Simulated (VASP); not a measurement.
Y, 4 atoms in the cell. The structure is cubic, space group Fm-3m (No. 225). The conventional cell has a = 5.090 Å, b = 5.090 Å, c = 5.090 Å, α = 90.00°, β = 90.00°, γ = 90.00°. Y (site symmetry m-3m) has 12 Y at 3.60 Å within 4.7 Å. This isn't the form of Y at room conditions, which is hcp.

```yaml
Program: VASP 6.6.1
Task: relaxation of cell and atoms
Functional: PBEsol
Potentials_or_basis: VASP PAW PBE potentials, release 64 (Y_sv)
Cutoff: 600 eV
k_mesh: 5 × 5 × 5
Occupations: methfessel-paxton, width 0.1 eV
Spin: no spin polarisation
Dipole_correction: no
Further_INCAR_settings: ALGO = Normal; EDIFF = 1e-06; IBRION = 2; EDIFFG = -0.02; NSW = 60; ISIF = 3
```

Potentials or basis: VASP PAW PBE potentials, release 64 (Y_sv).

Launch:

```console
$ cat potpaw_PBE.64/Y_sv/POTCAR > POTCAR
$ mpirun -np 1 vasp_std > vasp.out
```

Hardware: 1 thread of Oxide Virtual Turin-like Processor, with other jobs on the host.

Task: How long does it take, and how much memory?

Result: It took 2.7 min on 1 thread of Oxide Virtual Turin-like Processor (shared host), peak memory 0.25 GiB. Counts: scf iterations 33, k points 10, ion steps 3.
